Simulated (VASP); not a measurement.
# BaTiO3 (Pm-3m) in VASP: single point with r2SCAN

Aim: the single point of BaTiO3 with r2SCAN.

All numbers are computed with VASP 6.6.1; they aren't measurements. Logs are shortened: lines on timing, memory, paths and dates and some standing lists are left out, and cuts for length are marked.

## (1) The cell of the first run

Symmetry: Pm-3m, No. 221, cubic system. The conventional cell has a = 4.132 Å, b = 4.132 Å, c = 4.132 Å, α = 90.00°, β = 90.00°, γ = 90.00°. O (site symmetry 4/mmm) has 2 Ba at 2.07 Å within 2.7 Å. Within 2.7 Å of O (site symmetry 4/mmm) lie 2 Ba at 2.07 Å. Ti (site symmetry m-3m) has 12 O at 2.92 Å and 8 Ba at 3.58 Å within 3.8 Å. Ba (site symmetry m-3m) has 6 O at 2.07 Å within 2.7 Å.

## (2) Single point, r2SCAN, collinear spin

Input file POSCAR:

```
BaTiO3
1.0
   -4.1315127400     -4.1315127400      0.0000000000
   -4.1315127400      4.1315127400      0.0000000000
    0.0000000000      0.0000000000     -4.1315127400
O Ti Ba
6 2 2
Direct
    0.0000000000      0.0000000000      0.5000000000
    0.5000000000      0.5000000000      0.5000000000
    0.7500000000      0.7500000000      0.0000000000
    0.2500000000      0.2500000000      0.0000000000
    0.7500000000      0.2500000000      0.0000000000
    0.2500000000      0.7500000000      0.0000000000
    0.0000000000      0.5000000000      0.5000000000
    0.5000000000      0.0000000000      0.5000000000
    0.0000000000      0.0000000000      0.0000000000
    0.5000000000      0.5000000000      0.0000000000
```

Input file INCAR.step1:

```
PREC     = Accurate       # precision mode
ENCUT    = 520            # plane-wave cutoff, eV
ISMEAR   = -1             # smearing method
SIGMA    = 0.1            # smearing width, eV
LREAL    = F              # projectors in reciprocal space
LASPH    = T              # aspherical terms in the spheres
NELM     = 150            # most SCF steps
ISPIN    = 2              # spin polarisation
MAGMOM   = 0 0 0 0 0 0 1 1 0 0 # initial moments
LMAXMIX  = 4              # l up to which the mixer works
NBANDS   = 55             # bands
GGA      = PE             # functional
ALGO     = Normal         # electronic algorithm
EDIFF    = 1E-4           # SCF threshold, eV
LWAVE    = T              # write WAVECAR
LCHARG   = F              # write CHGCAR
```

Input file INCAR.step2:

```
PREC     = Accurate       # precision mode
ENCUT    = 520            # plane-wave cutoff, eV
EDIFF    = 1E-7           # SCF threshold, eV
ISMEAR   = -1             # smearing method
SIGMA    = 0.1            # smearing width, eV
LREAL    = F              # projectors in reciprocal space
LASPH    = T              # aspherical terms in the spheres
NELM     = 150            # most SCF steps
ALGO     = Normal         # electronic algorithm
ISIF     = 2              # what is computed and relaxed
LWAVE    = F              # write WAVECAR
LCHARG   = F              # write CHGCAR
ISPIN    = 2              # spin polarisation
MAGMOM   = 0 0 0 0 0 0 1 1 0 0 # initial moments
LORBIT   = 11             # projections on sites
LMAXMIX  = 4              # l up to which the mixer works
METAGGA  = R2SCAN         # meta-GGA
LMIXTAU  = T            
NBANDS   = 55             # bands
ISTART   = 1
```

Input file KPOINTS:

```
regular mesh
0
Gamma
  4 4 6
```

Potentials or basis: VASP PAW PBE potentials, release 64 (O, Ti_sv, Ba_sv).

Launch:

```console
> cat potpaw_PBE.64/O/POTCAR potpaw_PBE.64/Ti_sv/POTCAR potpaw_PBE.64/Ba_sv/POTCAR > POTCAR
> cp INCAR.step1 INCAR
> mpirun -np 1 vasp_std > vasp.out
> cp INCAR.step2 INCAR
> mpirun -np 1 vasp_std > vasp.out
```

OUTCAR:

```text
PREC = Accurate
   ENCUT = 520
   EDIFF = 1E-7
   ISMEAR = -1
   LREAL = F
   LASPH = T
   NELM = 150
   ISIF = 2
   ISPIN = 2
   LORBIT = 11
   METAGGA = R2SCAN
   ISTART = 1

 ion  position               nearest neighbor table
   1  0.000  0.000  0.500-   9 2.07   9 2.07
   2  0.500  0.500  0.500-  10 2.07  10 2.07
   3  0.750  0.750  0.000-   9 2.07  10 2.07
   4  0.250  0.250  0.000-   9 2.07  10 2.07
   5  0.750  0.250  0.000-   9 2.07  10 2.07
   6  0.250  0.750  0.000-   9 2.07  10 2.07
   7  0.000  0.500  0.500-   9 3.58  10 3.58   9 3.58  10 3.58   9 3.58   9 3.58  10 3.58  10 3.58

   8  0.500  0.000  0.500-   9 3.58  10 3.58   9 3.58  10 3.58  10 3.58  10 3.58   9 3.58   9 3.58

   9  0.000  0.000  0.000-   1 2.07   3 2.07   4 2.07   5 2.07   6 2.07   1 2.07   8 3.58   7 3.58
                             7 3.58   8 3.58   7 3.58   7 3.58   8 3.58   8 3.58  10 4.13  10 4.13
  10  0.500  0.500  0.000-   2 2.07   3 2.07   4 2.07   5 2.07   6 2.07   2 2.07   8 3.58   7 3.58
                             7 3.58   8 3.58   8 3.58   8 3.58   7 3.58   7 3.58   9 4.13   9 4.13

  LATTYP: Found a simple tetragonal cell.
 ALAT       =     5.8428413500
 C/A-ratio  =     0.7071067812

  Lattice vectors:

 A1 = (  -4.1315127400,  -4.1315127400,   0.0000000000)
 A2 = (  -4.1315127400,   4.1315127400,   0.0000000000)
 A3 = (   0.0000000000,   0.0000000000,  -4.1315127400)

Analysis of symmetry for initial positions (statically):
=====================================================================
 Subroutine PRICEL returns following result:

  LATTYP: Found a simple cubic cell.
 ALAT       =     4.1315127400
[... 12 lines left out ...]
 Subroutine GETGRP returns: Found 16 space group operations
 (whereof 16 operations were pure point group operations)
 out of a pool of 16 trial point group operations.

The static configuration has the point symmetry D_4h.

Analysis of symmetry for dynamics (positions and initial velocities):
=====================================================================
 Subroutine PRICEL returns following result:

  LATTYP: Found a simple cubic cell.
 ALAT       =     4.1315127400
[... 12 lines left out ...]
 Subroutine GETGRP returns: Found 16 space group operations
 (whereof 16 operations were pure point group operations)
 out of a pool of 16 trial point group operations.

The dynamic configuration has the point symmetry D_4h.

Analysis of structural, dynamic, and magnetic symmetry:
=====================================================================
 Subroutine PRICEL returns following result:

[... 174 lines left out ...]
 cond. band min:       5.5725706188   @ k =   0.5000   0.2500   0.5000
 fundamental gap:      0.2141997596
 Fermi energy:         5.5364960416

 spin component 1

 k-point     1 :       0.0000    0.0000    0.0000
  band No.  band energies     occupation
      1     -53.3126      1.00000
      2     -53.3120      1.00000
      3     -28.5728      1.00000
      4     -28.5728      1.00000
      5     -28.5651      1.00000
      6     -28.5651      1.00000
[... 1309 lines left out ...]
     51      10.3663      0.00000
     52      10.3663      0.00000
 Fermi energy:         5.5364960416

 spin component 2

 k-point     1 :       0.0000    0.0000    0.0000
  band No.  band energies     occupation
      1     -55.4050      1.00000
      2     -55.4044      1.00000
      3     -30.7458      1.00000
      4     -30.7457      1.00000
      5     -30.7413      1.00000
      6     -30.7399      1.00000
[... 1309 lines left out ...]
     51       9.0198      0.00000
     52       9.0198      0.00000
 [bands above 52 left out]

------------------------ aborting loop because EDIFF is reached ----------------------------------------

  FORCE on cell =-STRESS in cart. coord.  units (eV):
  Direction    XX          YY          ZZ          XY          YZ          ZX
  --------------------------------------------------------------------------------------
  -------------------------------------------------------------------------------------
  Total       40.6335705     40.6335705     43.9668272      0.0000000      0.0000000      0.0000000
  in kB      461.5707541    461.5707541    499.4343681      0.0000000      0.0000000      0.0000000
  external PRESSURE =     474.1919588 kB  Pullay stress =       0.0000000 kB

 VOLUME and BASIS-vectors are now :
 -----------------------------------------------------------------------------
  energy-cutoff  :      520.00
  volume of cell :      141.04
      direct lattice vectors                 reciprocal lattice vectors
    -4.131512740 -4.131512740  0.000000000    -0.121021048 -0.121021048  0.000000000
    -4.131512740  4.131512740  0.000000000    -0.121021048  0.121021048  0.000000000
     0.000000000  0.000000000 -4.131512740     0.000000000  0.000000000 -0.242042095

 POSITION                                       TOTAL-FORCE (eV/Angst)
 -----------------------------------------------------------------------------------
      0.00000      0.00000     -2.06576        -0.000000     -0.000000     -0.000000
     -4.13151      0.00000     -2.06576         0.000000     -0.000000     -0.000000
     -6.19727      0.00000      0.00000         0.000000     -0.000000     -0.000000
     -2.06576      0.00000      0.00000        -0.000000      0.000000     -0.000000
     -4.13151     -2.06576      0.00000        -0.000000     -0.000000     -0.000000
     -4.13151      2.06576      0.00000         0.000000     -0.000000     -0.000000
     -2.06576      2.06576     -2.06576        -0.000000      0.000000      0.000000
     -2.06576     -2.06576     -2.06576         0.000000     -0.000000     -0.000000
      0.00000      0.00000      0.00000        -0.000000     -0.000000     -0.000000
     -4.13151      0.00000      0.00000        -0.000000     -0.000000      0.000000
 -----------------------------------------------------------------------------------
    total drift:                                0.000000     -0.000000      0.000000

  FREE ENERGIE OF THE ION-ELECTRON SYSTEM (eV)
  ---------------------------------------------------
  free  energy   TOTEN  =      -111.8121490702 eV

  energy  without entropy=     -111.6963840172  energy(sigma->0) =     -111.75426654

 total charge

# of ion       s       p       d       tot
------------------------------------------
    1        1.623   3.424   0.000   5.047
    2        1.623   3.424   0.000   5.047
    3        1.625   3.416   0.000   5.041
    4        1.625   3.416   0.000   5.041
    5        1.625   3.416   0.000   5.041
    6        1.625   3.416   0.000   5.041
    7        2.047   5.966   1.968   9.981
    8        2.047   5.966   1.968   9.981
    9        2.171   5.435   1.571   9.177
   10        2.171   5.435   1.571   9.177
--------------------------------------------------
tot         18.181  43.315   7.078  68.573

 magnetization (x)

# of ion       s       p       d       tot
------------------------------------------
    1       -0.011  -0.187   0.000  -0.198
    2       -0.011  -0.187   0.000  -0.198
    3       -0.003  -0.003   0.000  -0.006
    4       -0.003  -0.003   0.000  -0.006
    5       -0.003  -0.003   0.000  -0.006
    6       -0.003  -0.003   0.000  -0.006
    7       -0.015  -0.006  -1.824  -1.845
    8       -0.015  -0.006  -1.824  -1.845
    9       -0.005  -0.071  -0.006  -0.082
   10       -0.005  -0.071  -0.006  -0.082
--------------------------------------------------
tot         -0.073  -0.540  -3.661  -4.274
```

OSZICAR.step1:

```text
N       E                     dE             d eps       ncg     rms          rms(c)
DAV:   1     0.994496408293E+03    0.99450E+03   -0.39461E+04  5280   0.155E+03
DAV:   2     0.709394747322E+02   -0.92356E+03   -0.86072E+03  5853   0.449E+02
DAV:   3    -0.775263096694E+02   -0.14847E+03   -0.14007E+03  7268   0.169E+02
DAV:   4    -0.864674345332E+02   -0.89411E+01   -0.88612E+01  8034   0.398E+01
[... 14 lines left out ...]
DAV:  19    -0.446824609002E+02   -0.15386E-02   -0.14809E-03  6641   0.196E-01    0.294E-01
DAV:  20    -0.446826365976E+02   -0.17570E-03   -0.13109E-03  5806   0.161E-01    0.223E-01
DAV:  21    -0.446828230500E+02   -0.18645E-03   -0.38671E-03  5525   0.168E-01    0.918E-02
DAV:  22    -0.446831171892E+02   -0.29414E-03   -0.25938E-03  5577   0.145E-01    0.140E-01
DAV:  23    -0.446830749361E+02    0.42253E-04   -0.65609E-04  5175   0.934E-02
   1 F= -.44683075E+02 E0= -.44563865E+02  d E =-.238420E+00  mag=    -4.6609
```

Wall time 42 min (1 thread of Oxide Virtual Turin-like, shared host); peak memory 0.49 GiB.

What came out:

| Quantity | Value |
| --- | --- |
| Free energy | -111.8121 eV |
| Pressure | 47.4 GPa |
| Net moment | -4.91 μB per cell |
| Site moments | O -0.20, -0.01 (each value once); Ti -1.84; Ba -0.08 μB |
| Valence electrons inside the program's atomic spheres | O 5.05, 5.04 (each value once); Ti 9.98; Ba 9.18 |

Stress tensor (GPa, compression positive):
```
46.16  0.00  0.00
 0.00 46.16  0.00
 0.00  0.00 49.94
```

Caveat: the cell stands under pressure; the PAW data sets were made with another functional, which shifts forces and pressure a little; spin-orbit coupling is left out, which moves the levels of the heavy elements; semilocal functionals often make such compounds metallic where correlation or magnetic order opens a gap, which also shifts bond lengths.
